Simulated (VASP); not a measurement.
# Si (I4_1/amd) in VASP: settings compared

The runs below take Si through single point, with PBE0, HSE06.

Program: VASP 6.6.1. These are calculated values, not measurements. Logs are shortened: lines on timing, memory, paths and dates and some standing lists are left out, and cuts for length are marked.

**1. The cell of the first run**

The structure is tetragonal, space group I4_1/amd (No. 141). The conventional cell has a = 4.679 Å, b = 4.679 Å, c = 2.623 Å, α = 90.00°, β = 90.00°, γ = 90.00°. Si (site symmetry -4m2) has 10 Si at 2.43 to 3.06 Å within 3.2 Å.

**2. Single point, PBE0**

POSCAR reads:

```
Si
1.0
   -2.3393228040      2.3393228040      1.3113001418
    2.3393228040     -2.3393228040      1.3113001418
    2.3393228040      2.3393228040     -1.3113001418
Si
2
Direct
    0.5000000000      0.5000000000      0.0000000000
    0.2500000000      0.7500000000      0.5000000000
```

INCAR.step1 reads:

```
SYSTEM = Si
PREC = Accurate ; ENCUT = 520
EDIFF = 1E-5 ; ISMEAR = -1
SIGMA = 0.05 ; LREAL = .FALSE.
LASPH = .TRUE. ; NELM = 60
ALGO = Normal ; ISIF = 2
LWAVE = .TRUE. ; LCHARG = .FALSE.
NBANDS = 11 ; GGA = PE
```

INCAR.step2 reads:

```
SYSTEM = Si
PREC = Accurate ; ENCUT = 520
EDIFF = 1E-7 ; ISMEAR = -1
SIGMA = 0.05 ; LREAL = .FALSE.
LASPH = .TRUE. ; NELM = 60
ALGO = Normal ; ISIF = 2
LWAVE = .FALSE. ; LCHARG = .FALSE.
GGA = PE ; LHFCALC = .TRUE.
AEXX = 0.25 ; PRECFOCK = Normal
NBANDS = 11 ; ISTART = 1
```

KPOINTS reads:

```
Automatic mesh
0
G
  8 8 8
  0 0 0
```

Potentials or basis: VASP PAW PBE potentials, release 64 (Si).

On the command line:

```bash
> cat potpaw_PBE.64/Si/POTCAR > POTCAR
> cp INCAR.step1 INCAR
> mpirun -np 1 vasp_std > vasp.out
> cp INCAR.step2 INCAR
> mpirun -np 1 vasp_std > vasp.out
```

OUTCAR:

```text
SYSTEM = Si
   PREC = Accurate
   ENCUT = 520
   EDIFF = 1E-7
   ISMEAR = -1
   LREAL = .FALSE.
   LASPH = .TRUE.
   NELM = 60
   ISIF = 2
   GGA = PE
   LHFCALC = .TRUE.
   AEXX = 0.25
   PRECFOCK = Normal
   ISTART = 1

 ion  position               nearest neighbor table
   1  0.500  0.500  0.000-   2 2.43   2 2.43   2 2.43   2 2.43   2 3.06   2 3.06   2 3.06   2 3.06

   2  0.250  0.750  0.500-   1 2.43   1 2.43   1 2.43   1 2.43   1 3.06   1 3.06   1 3.06   1 3.06

  LATTYP: Found a body centered tetragonal cell.
 ALAT       =     4.6786456080
 C/A-ratio  =     0.5605468983

  Lattice vectors:

 A1 = (  -2.3393228040,   2.3393228040,   1.3113001418)
 A2 = (   2.3393228040,  -2.3393228040,   1.3113001418)
 A3 = (   2.3393228040,   2.3393228040,  -1.3113001418)

Analysis of symmetry for initial positions (statically):
=====================================================================
 Subroutine PRICEL returns:
 Original cell was already a primitive cell.

 Routine SETGRP: Setting up the symmetry group for a
 body centered tetragonal supercell.

 Subroutine GETGRP returns: Found 16 space group operations
 (whereof  8 operations were pure point group operations)
 out of a pool of 16 trial point group operations.

The static configuration has the point symmetry D_2d.
 The point group associated with its full space group is D_4h.

Analysis of symmetry for dynamics (positions and initial velocities):
=====================================================================
 Subroutine PRICEL returns:
 Original cell was already a primitive cell.

 Routine SETGRP: Setting up the symmetry group for a
 body centered tetragonal supercell.

 Subroutine GETGRP returns: Found 16 space group operations
 (whereof  8 operations were pure point group operations)
 out of a pool of 16 trial point group operations.

The dynamic configuration has the point symmetry D_2d.
 The point group associated with its full space group is D_4h.

 Subroutine INISYM returns: Found 16 space group operations
 (whereof  8 operations are pure point group operations),
 and found     1 'primitive' translations

----------------------------------------------------------------------------------------

                                     Primitive cell

  volume of cell :      28.7040

  direct lattice vectors                    reciprocal lattice vectors
    -2.339322804  2.339322804  1.311300142     0.000000000  0.213737069  0.381300958
     2.339322804 -2.339322804  1.311300142     0.213737069  0.000000000  0.381300958
     2.339322804  2.339322804 -1.311300142     0.213737069  0.213737069  0.000000000

  length of vectors
     3.558703475  3.558703475  3.558703475     0.437120069  0.437120069  0.302269862

  position of ions in fractional coordinates (direct lattice)
     0.500000000  0.500000000  0.000000000
     0.250000000  0.750000000  0.500000000

  ion indices of the primitive-cell ions
   primitive index   ion index
                 1           1
                 2           2

----------------------------------------------------------------------------------------

 KPOINTS: Automatic mesh

Automatic generation of k-mesh.
 Grid dimensions read from file:
 generate k-points for:    8    8    8

 Generating k-lattice:

  Cartesian coordinates                     Fractional coordinates (reciprocal lattice)
     0.000000000  0.026717134  0.047662620     0.125000000  0.000000000  0.000000000
     0.026717134  0.000000000  0.047662620     0.000000000  0.125000000  0.000000000
     0.026717134  0.026717134  0.000000000     0.000000000  0.000000000  0.125000000

  Length of vectors
     0.054640009  0.054640009  0.037783733

  Shift w.r.t. Gamma in fractional coordinates (k-lattice)
     0.000000000  0.000000000  0.000000000

 Subroutine IBZKPT returns following result:
 ===========================================

 Found     59 irreducible k-points:

 Following reciprocal coordinates:
            Coordinates               Weight
  0.000000  0.000000  0.000000      1.000000
  0.125000  0.000000 -0.000000      8.000000
  0.250000  0.000000 -0.000000      8.000000
  0.375000  0.000000 -0.000000      8.000000
  0.500000  0.000000 -0.000000      4.000000
  0.125000  0.125000 -0.000000      8.000000
[... 16 lines left out ...]
  0.250000  0.125000  0.125000     16.000000
  0.375000  0.125000  0.125000      8.000000
 [... further k-points ...]
   k-points           NKPTS =     59   k-points in BZ     NKDIM =    512   number of bands    NBANDS=     11
   number of dos      NEDOS =    301   number of ions     NIONS =      2
   total plane-waves  NPLWV =  21952
   dimension x,y,z NGX =    28 NGY =   28 NGZ =   28
   dimension x,y,z NGXF=    56 NGYF=   56 NGZF=   56
   ions per type =               2
   NGX,Y,Z   is equivalent  to a cutoff of  13.08, 13.08, 13.08 a.u.
   NGXF,Y,Z  is equivalent  to a cutoff of  26.16, 26.16, 26.16 a.u.
 SYSTEM =  Si
   PREC   = accura    normal or accurate (medium, high low for compatibility)
   ISTART =      1    job   : 0-new  1-cont  2-samecut
   ICHARG =      0    charge: 1-file 2-atom 10-const
   ISPIN  =      1    spin polarized calculation?
   LNONCOLLINEAR =      F non collinear calculations
   LSORBIT =      F    spin-orbit coupling
   LASPH  =      T    aspherical Exc in radial PAW
   ENCUT  =  520.0 eV  38.22 Ry    6.18 a.u.   6.62  6.62  6.62*2*pi/ulx,y,z
   NELM   =     60;   NELMIN=  2; NELMDL=  0     # of ELM steps
   EDIFF  = 0.1E-06   stopping-criterion for ELM
   LREAL  =      F    real-space projection
   EDIFFG = 0.1E-05   stopping-criterion for IOM
   NSW    =      0    number of steps for IOM
   IBRION =     -1    ionic relax: 0-MD 1-quasi-New 2-CG
   NFREE  =      0    steps in history (QN), initial steepest desc. (CG)
   ISIF   =      2    stress and relaxation
   ISYM   =      3    0-nonsym 1-usesym 2-fastsym
   POTIM  = 0.5000    time-step for ionic-motion
   TEBEG  =    0.0;   TEEND  =   0.0 temperature during run
   PSTRESS=    0.0 pullay stress
   NELECT =       8.0000    total number of electrons
   NUPDOWN=      -1.0000    fix difference up-down
   EMIN   =  10.00;   EMAX   =-10.00  energy-range for DOS
   EFERMI =   0.00;   METHOD = LEGACY
   ISMEAR =    -1;   SIGMA  =   0.05  broadening in eV -4-tet -1-fermi 0-gaus
   EFERMI_NEDOS =   21; number of points for ismear=-14 and -15
   IALGO  =     38    algorithm
   IMIX   =      1    mixing-type and parameters
     AMIX     =   0.40;   BMIX     =  1.00
     AMIX_MAG =   1.60;   BMIX_MAG =  1.00
  volume/ion in A,a.u.               =      14.35        96.85
  Fermi-wavevector in a.u.,A,eV,Ry     =   1.069360  2.020798 15.558688  1.143531
  Thomas-Fermi vector in A             =   2.205037
   LORBIT       =      0    0 simple, 1 ext, 2 COOP (PROOUT), +10 PAW based schemes
   GGA     = PE    functional components
   LHFCALC =     T    Hartree Fock is set to
   PRECFOCK=normal    Normal, Fast or Accurate (Low or Medium for compatibility)
   ENCUT4O =  -1.0   cutoff for four orbital integrals eV
   NKREDX  =     1    reduce k-point grid by
   NKREDY  =     1    reduce k-point grid by
   NKREDZ  =     1    reduce k-point grid by
   AEXX    =    0.2500 exact exchange contribution
   HFSCREEN=    0.0000 screening length (either q_TF or 0.3 A-1)
   HFSCREENC=   0.0000 screening length for correlation (either q_TF or 0.3 A-1)
   ENCUTFOCK=  -1.0 apply spherical cutoff to Coloumb kernel
   IVDW    =     0    specifies the selected vdW correction
   LEPSILON=     F    determine dielectric tensor
   LRPA    =     F    only Hartree local field effects (RPA)
 non-spin polarized calculation
  energy-cutoff  :      520.00
  volume of cell :       28.70
 maximum number of plane-waves:       789
 NGX is ok and might be reduce to    28
  NGX = 20; NGY = 20; NGZ = 20

 number of electron       8.0000001 magnetization

 Free energy of the ion-electron system (eV)
  ---------------------------------------------------
  ext. energy  EPLUGINS =         0.00000000
  ---------------------------------------------------
  free energy    TOTEN  =       -12.71294290 eV

  energy without entropy =      -12.71228129  energy(sigma->0) =      -12.71261210

 E-fermi :   9.9379     XC(G=0):  -8.7801

 val. band max:        9.7345776848   @ k =   0.3750   0.2500  -0.0000
 cond. band min:      10.1072982381   @ k =   0.5000   0.2500   0.1250
 fundamental gap:      0.3727205533
 Fermi energy:         9.9378516675

 k-point     1 :       0.0000    0.0000    0.0000
  band No.  band energies     occupation
      1      -6.6723      2.00000
      2       6.5120      2.00000
      3       6.5120      2.00000
      4       7.9090      2.00000
      5      11.8923      0.00000
      6      18.8387      0.00000
      7      20.8206      0.00000
      8      20.8206      0.00000
      9      20.8885      0.00000
     10      21.6640      0.00000
     11      22.4313      0.00000

 k-point     2 :       0.1250    0.0000   -0.0000
  band No.  band energies     occupation
      1      -6.1970      2.00000
      2       5.7170      2.00000
      3       6.3231      2.00000
      4       9.5779      1.99851
      5      12.9446      0.00000
      6      16.5044      0.00000
      7      17.0745      0.00000
      8      19.4305      0.00000
      9      19.4881      0.00000
     10      20.5552      0.00000
     11      22.8298      0.00000

 k-point     3 :       0.2500    0.0000   -0.0000
  band No.  band energies     occupation
      1      -4.7752      2.00000
      2       5.3316      2.00000
      3       6.2770      2.00000
      4      10.4005      0.00019
      5      13.2617      0.00000
      6      14.1247      0.00000
      7      14.8343      0.00000
      8      16.7343      0.00000
      9      17.4060      0.00000
     10      18.6322      0.00000
     11      23.5146      0.00000
[... 267 lines left out ...]
 k-point    23 :       0.2500    0.1250    0.1250
  band No.  band energies     occupation
      1      -1.9736      2.00000
      2       3.2892      2.00000
      3       5.6299      2.00000
      4       7.1750      2.00000
      5      11.1971      0.00000
      6      14.9285      0.00000
      7      15.6099      0.00000
      8      16.6780      0.00000
      9      17.3347      0.00000
     10      21.1943      0.00000
     11      22.3423      0.00000

 k-point    24 :       0.3750    0.1250    0.1250
  band No.  band energies     occupation
      1       0.9044      2.00000
      2       1.7255      2.00000
      3       4.5809      2.00000
      4       5.2211      2.00000
      5      11.7864      0.00000
      6      13.8387      0.00000
      7      16.1719      0.00000
      8      16.5416      0.00000
      9      19.2321      0.00000
     10      21.1796      0.00000
     11      23.5298      0.00000

 [... further k-points ...]

------------------------ aborting loop because EDIFF is reached ----------------------------------------

  FORCE on cell =-STRESS in cart. coord.  units (eV):
  Direction    XX          YY          ZZ          XY          YZ          ZX
  --------------------------------------------------------------------------------------
  -------------------------------------------------------------------------------------
  Total        1.1429451      1.1429451      1.1146353      0.0000000      0.0000000      0.0000000
  in kB       63.7960126     63.7960126     62.2158381      0.0000000      0.0000000      0.0000000
  external PRESSURE =      63.2692878 kB  Pullay stress =       0.0000000 kB

 VOLUME and BASIS-vectors are now :
 -----------------------------------------------------------------------------
  energy-cutoff  :      520.00
  volume of cell :       28.70
      direct lattice vectors                 reciprocal lattice vectors
    -2.339322804  2.339322804  1.311300142     0.000000000  0.213737069  0.381300958
     2.339322804 -2.339322804  1.311300142     0.213737069  0.000000000  0.381300958
     2.339322804  2.339322804 -1.311300142     0.213737069  0.213737069  0.000000000

 POSITION                                       TOTAL-FORCE (eV/Angst)
 -----------------------------------------------------------------------------------
      0.00000      0.00000      1.31130        -0.000000      0.000000     -0.000000
      2.33932      0.00000      0.65565         0.000000     -0.000000      0.000000
 -----------------------------------------------------------------------------------
    total drift:                                0.000000     -0.000000     -0.000000

  FREE ENERGIE OF THE ION-ELECTRON SYSTEM (eV)
  ---------------------------------------------------
  free  energy   TOTEN  =       -12.7129429021 eV

  energy  without entropy=      -12.7122812936  energy(sigma->0) =      -12.71261210
```

Run time: 1.8 h. Hardware: 1 thread of Oxide Virtual Turin-like, shared host; peak memory 0.15 GiB.

Results:

```yaml
Free_energy: -12.7129 eV
Pressure: 6.3 GPa
Band_gap_on_the_k_mesh: zero (bands 4 and 5 overlap by 6.98 eV)
```

Caveat: the cell stands under pressure; the PAW data sets were made with another functional, which shifts forces and pressure a little.

**3. Single point, HSE06**

This run uses another cell than the first one, of 15.85 Å³/atom.

POSCAR reads:

```
Si
1.0
   -2.4178816084      2.4178816084      1.3553360359
    2.4178816084     -2.4178816084      1.3553360359
    2.4178816084      2.4178816084     -1.3553360359
Si
2
Direct
    0.5000000000      0.5000000000      0.0000000000
    0.2500000000      0.7500000000      0.5000000000
```

INCAR.step1 reads:

```
ALGO = Normal
EDIFF = 1E-5
ENCUT = 520
GGA = PE
ISIF = 2
ISMEAR = -1
LASPH = T
LREAL = F
LWAVE = T
NBANDS = 11
NELM = 80
PREC = Accurate
SIGMA = 0.05
```

INCAR.step2 reads:

```
ALGO = Normal
EDIFF = 1E-6
ENCUT = 520
GGA = PE
HFSCREEN = 0.2079
ISIF = 2
ISMEAR = -1
ISTART = 1
LASPH = T
LCHARG = T
LELF = T
LHFCALC = T
LREAL = F
LVHAR = T
LWAVE = F
NBANDS = 11
NELM = 80
PREC = Accurate
PRECFOCK = Normal
SIGMA = 0.05
```

KPOINTS reads:

```
k-points
0
Gamma
  8 8 8
```

Potentials or basis: VASP PAW PBE potentials, release 64 (Si).

On the command line:

```bash
> cat potpaw_PBE.64/Si/POTCAR > POTCAR
> cp INCAR.step1 INCAR
> mpirun -np 1 vasp_std > vasp.out
> cp INCAR.step2 INCAR
> mpirun -np 1 vasp_std > vasp.out
```

Run time: 2.5 h. Hardware: 1 thread of Oxide Virtual Turin-like, shared host; peak memory 0.25 GiB.

The run converged. Its results:

```
Free energy            : -11.7432 eV
Pressure               : -5.2 GPa
Band gap on the k mesh : zero (bands 4 and 5 overlap by 5.82 eV)
```

Stress tensor (GPa, compression positive):
```
-6.64  0.00  0.00
 0.00 -6.64  0.00
 0.00  0.00 -2.39
```

Levels at points of the mesh, in eV from the Fermi level:
```
           k point  band 1  band 2  band 3  band 4  band 5  band 6  band 7  band 8
(0.00, 0.00, 0.00)  -15.22   -2.83   -2.83   -2.14    2.08    8.05    9.55    9.58
(0.50, 0.00, 0.00)   -8.73   -7.59   -2.44   -2.15   -1.80    1.48    4.88    5.93
(0.50, 0.50, 0.00)  -11.84  -11.84    0.39    0.39    3.01    3.01    8.57    8.57
(0.50, 0.50, 0.50)   -9.26   -9.26   -7.48   -7.48    5.94    5.94   13.74   13.74
```

Caveat: the cell stands under tension; the PAW data sets were made with another functional, which shifts forces and pressure a little.

The gap in the log of VASP goes by the Fermi energy; the results here count the filled bands.